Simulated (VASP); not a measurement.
# TiAl3 (I4/mmm) in VASP: a series of runs

Runs on TiAl3. Level: PBE. Tasks: single point.

All numbers are computed with VASP 6.6.1; they aren't measurements. Logs are shortened: lines on timing, memory, paths and dates and some standing lists are left out, and cuts for length are marked.

### Step 1. The cell of the first run

It takes space group I4/mmm (No. 139, tetragonal). The conventional cell has a = 3.661 Å, b = 3.661 Å, c = 7.992 Å, α = 90.00°, β = 90.00°, γ = 90.00°. Within 3.4 Å of Ti (site symmetry 4/mmm) lie 12 Al at 2.59 to 2.71 Å. Within 3.4 Å of Al (site symmetry 4/mmm) lie 4 Ti at 2.59 Å and 8 Al at 2.71 Å. Al (site symmetry -4m2) has 8 Al at 2.59 to 2.71 Å and 4 Ti at 2.71 Å within 3.4 Å.

### Step 2. Single point, PBE (volume 13.386 Å^3 an atom, c/a of the conventional cell 2.1832)

Input file INCAR:

```
PREC = Accurate
ENCUT = 520
EDIFF = 1E-7
ISMEAR = 0
SIGMA = 0.15
LREAL = F
LASPH = T
NELM = 60
ALGO = Fast
ISIF = 2
LWAVE = F
LCHARG = F
GGA = PE
NBANDS = 18
```

Input file KPOINTS:

```
regular mesh
0
Gamma
  16 16 16
```

Input file POSCAR:

```
TiAl3
1.0
   -1.8302865966      1.8302865966      3.9958816977
    1.8302865966     -1.8302865966      3.9958816977
    1.8302865966      1.8302865966     -3.9958816977
Ti Al
1 3
Direct
    0.0000000000      0.0000000000      0.0000000000
    0.5000000000      0.5000000000      0.0000000000
    0.7500000000      0.2500000000      0.5000000000
    0.2500000000      0.7500000000      0.5000000000
```

Potentials or basis: VASP PAW PBE potentials, release 64 (Ti_sv, Al).

Command:

```
> cat potpaw_PBE.64/Ti_sv/POTCAR potpaw_PBE.64/Al/POTCAR > POTCAR
> mpirun -np 1 vasp_std > vasp.out
```

OUTCAR:

```text
PREC = Accurate
   ENCUT = 520
   EDIFF = 1E-7
   ISMEAR = 0
   LREAL = F
   LASPH = T
   NELM = 60
   ISIF = 2
   GGA = PE

 ion  position               nearest neighbor table
   1  0.000  0.000  0.000-   2 2.59   2 2.59   2 2.59   2 2.59   4 2.71   3 2.71   4 2.71   3 2.71
                             3 2.71   3 2.71   4 2.71   4 2.71
   2  0.500  0.500  0.000-   1 2.59   1 2.59   1 2.59   1 2.59   4 2.71   3 2.71   4 2.71   3 2.71
                             4 2.71   4 2.71   3 2.71   3 2.71
   3  0.750  0.250  0.500-   4 2.59   4 2.59   4 2.59   4 2.59   2 2.71   1 2.71   2 2.71   1 2.71
                             2 2.71   2 2.71   1 2.71   1 2.71
   4  0.250  0.750  0.500-   3 2.59   3 2.59   3 2.59   3 2.59   2 2.71   1 2.71   2 2.71   1 2.71
                             1 2.71   1 2.71   2 2.71   2 2.71

  LATTYP: Found a body centered tetragonal cell.
 ALAT       =     3.6605731932
 C/A-ratio  =     2.1832000000

  Lattice vectors:

 A1 = (  -1.8302865966,   1.8302865966,   3.9958816977)
 A2 = (   1.8302865966,  -1.8302865966,   3.9958816977)
 A3 = (   1.8302865966,   1.8302865966,  -3.9958816977)

Analysis of symmetry for initial positions (statically):
=====================================================================
 Subroutine PRICEL returns:
 Original cell was already a primitive cell.

 Routine SETGRP: Setting up the symmetry group for a
 body centered tetragonal supercell.

 Subroutine GETGRP returns: Found 16 space group operations
 (whereof 16 operations were pure point group operations)
 out of a pool of 16 trial point group operations.

The static configuration has the point symmetry D_4h.

Analysis of symmetry for dynamics (positions and initial velocities):
=====================================================================
 Subroutine PRICEL returns:
 Original cell was already a primitive cell.

 Routine SETGRP: Setting up the symmetry group for a
 body centered tetragonal supercell.

 Subroutine GETGRP returns: Found 16 space group operations
 (whereof 16 operations were pure point group operations)
 out of a pool of 16 trial point group operations.

The dynamic configuration has the point symmetry D_4h.

 Subroutine INISYM returns: Found 16 space group operations
 (whereof 16 operations are pure point group operations),
 and found     1 'primitive' translations

----------------------------------------------------------------------------------------

                                     Primitive cell

  volume of cell :      53.5440

  direct lattice vectors                    reciprocal lattice vectors
    -1.830286597  1.830286597  3.995881698     0.000000000  0.273181261  0.125128830
     1.830286597 -1.830286597  3.995881698     0.273181261  0.000000000  0.125128830
     1.830286597  1.830286597 -3.995881698     0.273181261  0.273181261  0.000000000

  length of vectors
     4.760983994  4.760983994  4.760983994     0.300474999  0.300474999  0.386336644

  position of ions in fractional coordinates (direct lattice)
     0.000000000  0.000000000  0.000000000
     0.500000000  0.500000000  0.000000000
     0.750000000  0.250000000  0.500000000
     0.250000000  0.750000000  0.500000000

  ion indices of the primitive-cell ions
   primitive index   ion index
                 1           1
                 2           2
                 3           3
                 4           4

----------------------------------------------------------------------------------------

 KPOINTS: regular mesh

Automatic generation of k-mesh.
 Grid dimensions read from file:
 generate k-points for:   16   16   16

 Generating k-lattice:

  Cartesian coordinates                     Fractional coordinates (reciprocal lattice)
     0.000000000  0.017073829  0.007820552     0.062500000  0.000000000  0.000000000
     0.017073829  0.000000000  0.007820552     0.000000000  0.062500000  0.000000000
     0.017073829  0.017073829  0.000000000     0.000000000  0.000000000  0.062500000

  Length of vectors
     0.018779687  0.018779687  0.024146040

  Shift w.r.t. Gamma in fractional coordinates (k-lattice)
     0.000000000  0.000000000  0.000000000

 Subroutine IBZKPT returns following result:
 ===========================================

 Found    349 irreducible k-points:

 Following reciprocal coordinates:
            Coordinates               Weight
  0.000000  0.000000  0.000000      1.000000
  0.062500  0.000000  0.000000      8.000000
  0.125000  0.000000  0.000000      8.000000
  0.187500  0.000000  0.000000      8.000000
  0.250000  0.000000  0.000000      8.000000
  0.312500  0.000000 -0.000000      8.000000
[... 16 lines left out ...]
 -0.125000  0.062500  0.000000     16.000000
 -0.062500  0.062500  0.000000      4.000000
 [... further k-points ...]
   k-points           NKPTS =    349   k-points in BZ     NKDIM =    349   number of bands    NBANDS=     18
   number of dos      NEDOS =    301   number of ions     NIONS =      4
   total plane-waves  NPLWV =  46656
   dimension x,y,z NGX =    36 NGY =   36 NGZ =   36
   dimension x,y,z NGXF=    72 NGYF=   72 NGZF=   72
   ions per type =               1   3
   NGX,Y,Z   is equivalent  to a cutoff of  12.57, 12.57, 12.57 a.u.
   NGXF,Y,Z  is equivalent  to a cutoff of  25.14, 25.14, 25.14 a.u.
 SYSTEM =  unknown system
   PREC   = accura    normal or accurate (medium, high low for compatibility)
   ISTART =      0    job   : 0-new  1-cont  2-samecut
   ICHARG =      2    charge: 1-file 2-atom 10-const
   ISPIN  =      1    spin polarized calculation?
   LNONCOLLINEAR =      F non collinear calculations
   LSORBIT =      F    spin-orbit coupling
   LASPH  =      T    aspherical Exc in radial PAW
   ENCUT  =  520.0 eV  38.22 Ry    6.18 a.u.   8.85  8.85  8.85*2*pi/ulx,y,z
   NELM   =     60;   NELMIN=  2; NELMDL= -5     # of ELM steps
   EDIFF  = 0.1E-06   stopping-criterion for ELM
   LREAL  =      F    real-space projection
   EDIFFG = 0.1E-05   stopping-criterion for IOM
   NSW    =      0    number of steps for IOM
   IBRION =     -1    ionic relax: 0-MD 1-quasi-New 2-CG
   NFREE  =      0    steps in history (QN), initial steepest desc. (CG)
   ISIF   =      2    stress and relaxation
   ISYM   =      2    0-nonsym 1-usesym 2-fastsym
   POTIM  = 0.5000    time-step for ionic-motion
   TEBEG  =    0.0;   TEEND  =   0.0 temperature during run
   PSTRESS=    0.0 pullay stress
   NELECT =      21.0000    total number of electrons
   NUPDOWN=      -1.0000    fix difference up-down
   EMIN   =  10.00;   EMAX   =-10.00  energy-range for DOS
   EFERMI =   0.00;   METHOD = LEGACY
   ISMEAR =     0;   SIGMA  =   0.15  broadening in eV -4-tet -1-fermi 0-gaus
   EFERMI_NEDOS =   21; number of points for ismear=-14 and -15
   IALGO  =     68    algorithm
   IMIX   =      4    mixing-type and parameters
     AMIX     =   0.40;   BMIX     =  1.00
     AMIX_MAG =   1.60;   BMIX_MAG =  1.00
  volume/ion in A,a.u.               =      13.39        90.33
  Fermi-wavevector in a.u.,A,eV,Ry     =   1.198333  2.264522 19.538006  1.436003
  Thomas-Fermi vector in A             =   2.334225
   LORBIT       =      0    0 simple, 1 ext, 2 COOP (PROOUT), +10 PAW based schemes
   GGA     = PE    functional components
   LHFCALC =     F    Hartree Fock is set to
   AEXX    =    0.0000 exact exchange contribution
   IVDW    =     0    specifies the selected vdW correction
   LEPSILON=     F    determine dielectric tensor
   LRPA    =     F    only Hartree local field effects (RPA)
 non-spin polarized calculation
 RMM-DIIS sequential band-by-band and
 Gauss-broadening in eV      SIGMA  =   0.15
  energy-cutoff  :      520.00
  volume of cell :       53.54
 maximum number of plane-waves:      1490
   NGX = 17   NGY = 17   NGZ = 17

 number of electron      20.9999999 magnetization

 Free energy of the ion-electron system (eV)
  ---------------------------------------------------
  ext. energy  EPLUGINS =         0.00000000
  ---------------------------------------------------
  free energy    TOTEN  =       -19.93568616 eV

  energy without entropy =      -19.91697521  energy(sigma->0) =      -19.92633068

 E-fermi :  10.0442     XC(G=0): -11.4338

 val. band max:       10.0434772853   @ k =  -0.3125   0.4375   0.3125
 cond. band min:      10.0482316033   @ k =  -0.3750  -0.4375   0.3750
 fundamental gap:      0.0047543181
 Fermi energy:        10.0442407601

 k-point     1 :       0.0000    0.0000    0.0000
  band No.  band energies     occupation
      1     -45.9473      2.00000
      2     -22.3144      2.00000
      3     -22.3144      2.00000
      4     -22.2287      2.00000
      5      -0.9234      2.00000
      6       7.2118      2.00000
[... 10 lines left out ...]
     17      14.7041      0.00000
     18      14.9650      0.00000

 k-point     2 :       0.0625    0.0000    0.0000
  band No.  band energies     occupation
      1     -45.9471      2.00000
      2     -22.3164      2.00000
      3     -22.3143      2.00000
      4     -22.2286      2.00000
      5      -0.8687      2.00000
      6       6.8821      2.00000
[... 10 lines left out ...]
     17      14.8904      0.00000
     18      15.0688      0.00000

 k-point     3 :       0.1250    0.0000    0.0000
  band No.  band energies     occupation
      1     -45.9468      2.00000
      2     -22.3220      2.00000
      3     -22.3139      2.00000
      4     -22.2285      2.00000
      5      -0.7052      2.00000
      6       6.4606      2.00000
[... 10 lines left out ...]
     17      14.9929      0.00000
     18      15.6869      0.00000

 k-point     4 :       0.1875    0.0000    0.0000
  band No.  band energies     occupation
      1     -45.9464      2.00000
      2     -22.3305      2.00000
      3     -22.3134      2.00000
      4     -22.2283      2.00000
      5      -0.4356      2.00000
      6       5.9897      2.00000
[... 10 lines left out ...]
     17      15.1845      0.00000
     18      16.4716      0.00000

 k-point     5 :       0.2500    0.0000    0.0000
  band No.  band energies     occupation
      1     -45.9458      2.00000
      2     -22.3404      2.00000
      3     -22.3128      2.00000
      4     -22.2280      2.00000
      5      -0.0636      2.00000
      6       5.4012      2.00000
[... 10 lines left out ...]
     17      15.5513      0.00000
     18      16.4800      0.00000

 k-point     6 :       0.3125    0.0000   -0.0000
  band No.  band energies     occupation
      1     -45.9453      2.00000
      2     -22.3504      2.00000
      3     -22.3122      2.00000
      4     -22.2278      2.00000
      5       0.4050      2.00000
      6       4.6809      2.00000
[... 10 lines left out ...]
     17      15.7032      0.00000
     18      16.2059      0.00000

 k-point     7 :       0.3750    0.0000    0.0000
  band No.  band energies     occupation
      1     -45.9448      2.00000
      2     -22.3588      2.00000
      3     -22.3117      2.00000
      4     -22.2275      2.00000
      5       0.9625      2.00000
      6       3.8933      2.00000
[... 10 lines left out ...]
     17      15.6114      0.00000
     18      16.5522      0.00000

 k-point     8 :       0.4375   -0.0000    0.0000
  band No.  band energies     occupation
      1     -45.9445      2.00000
      2     -22.3644      2.00000
      3     -22.3114      2.00000
      4     -22.2274      2.00000
      5       1.5963      2.00000
      6       3.1040      2.00000
[... 10 lines left out ...]
     17      15.6766      0.00000
     18      17.1166      0.00000
[... 229 lines left out ...]
     17      15.8513      0.00000
     18      16.1090      0.00000

 k-point    20 :      -0.3125    0.0625    0.0000
  band No.  band energies     occupation
      1     -45.9452      2.00000
      2     -22.3501      2.00000
      3     -22.3140      2.00000
      4     -22.2272      2.00000
      5       0.3688      2.00000
      6       4.8594      2.00000
[... 10 lines left out ...]
     17      15.4176      0.00000
     18      16.1398      0.00000

 k-point    21 :      -0.2500    0.0625    0.0000
  band No.  band energies     occupation
      1     -45.9457      2.00000
      2     -22.3402      2.00000
      3     -22.3147      2.00000
      4     -22.2275      2.00000
      5      -0.0831      2.00000
      6       5.6129      2.00000
[... 10 lines left out ...]
     17      15.3843      0.00000
     18      16.0427      0.00000

 k-point    22 :      -0.1875    0.0625   -0.0000
  band No.  band energies     occupation
      1     -45.9463      2.00000
      2     -22.3303      2.00000
      3     -22.3153      2.00000
      4     -22.2278      2.00000
      5      -0.4372      2.00000
      6       6.2738      2.00000
[... 10 lines left out ...]
     17      15.1744      0.00000
     18      16.3923      0.00000

 k-point    23 :      -0.1250    0.0625    0.0000
  band No.  band energies     occupation
      1     -45.9467      2.00000
      2     -22.3219      2.00000
      3     -22.3158      2.00000
      4     -22.2281      2.00000
      5      -0.6884      2.00000
      6       6.8187      2.00000
[... 10 lines left out ...]
     17      14.9856      0.00000
     18      15.6665      0.00000

 k-point    24 :      -0.0625    0.0625    0.0000
  band No.  band energies     occupation
      1     -45.9470      2.00000
      2     -22.3164      2.00000
      3     -22.3160      2.00000
      4     -22.2284      2.00000
      5      -0.8329      2.00000
      6       7.2687      2.00000
[... 10 lines left out ...]
     17      14.9444      0.00000
     18      15.0361      0.00000

 [... further k-points ...]

------------------------ aborting loop because EDIFF is reached ----------------------------------------

  FORCE on cell =-STRESS in cart. coord.  units (eV):
  Direction    XX          YY          ZZ          XY          YZ          ZX
  --------------------------------------------------------------------------------------
  -------------------------------------------------------------------------------------
  Total        8.0952912      8.0952912     10.0070100      0.0000000      0.0000000      0.0000000
  in kB      242.2324092    242.2324092    299.4360639      0.0000000      0.0000000      0.0000000
  external PRESSURE =     261.3002941 kB  Pullay stress =       0.0000000 kB

 VOLUME and BASIS-vectors are now :
 -----------------------------------------------------------------------------
  energy-cutoff  :      520.00
  volume of cell :       53.54
      direct lattice vectors                 reciprocal lattice vectors
    -1.830286597  1.830286597  3.995881698     0.000000000  0.273181261  0.125128830
     1.830286597 -1.830286597  3.995881698     0.273181261  0.000000000  0.125128830
     1.830286597  1.830286597 -3.995881698     0.273181261  0.273181261  0.000000000

 POSITION                                       TOTAL-FORCE (eV/Angst)
 -----------------------------------------------------------------------------------
      0.00000      0.00000      0.00000        -0.000000      0.000000      0.000000
      0.00000      0.00000      3.99588        -0.000000      0.000000      0.000000
     -0.00000      1.83029      1.99794         0.000000      0.000000      0.000000
      1.83029     -0.00000      1.99794        -0.000000     -0.000000     -0.000000
 -----------------------------------------------------------------------------------
    total drift:                               -0.000000      0.000000      0.000000

  FREE ENERGIE OF THE ION-ELECTRON SYSTEM (eV)
  ---------------------------------------------------
  free  energy   TOTEN  =       -19.9356861629 eV

  energy  without entropy=      -19.9169752067  energy(sigma->0) =      -19.92633068
```

It took 7.7 min on 1 thread of Intel Xeon 6975P-C (Granite Rapids), shared host; peak memory 0.46 GiB.

What came out:

| Quantity | Value |
| --- | --- |
| Free energy | -19.9357 eV |
| Pressure | 26.1 GPa |

Stress tensor (GPa, compression positive):
```
24.22  0.00  0.00
 0.00 24.22  0.00
 0.00  0.00 29.94
```

Levels at points of the mesh, in eV from the Fermi level:
```csv
k point,band 8,band 9,band 10,band 11,band 12,band 13,band 14,band 15
"(0.00, 0.00, 0.00)",-1.80,-1.50,-1.50,0.91,1.96,1.96,2.27,3.39
"(0.50, 0.00, 0.00)",-2.80,-1.29,-0.29,0.52,2.16,2.22,3.25,3.35
"(0.50, 0.50, 0.00)",-4.17,-2.88,-2.23,-1.11,2.12,2.32,3.20,3.45
"(0.50, 0.50, 0.50)",-1.01,-1.01,-0.33,0.74,0.74,1.11,3.43,6.14
```

(Continued in part 2 of 2.)
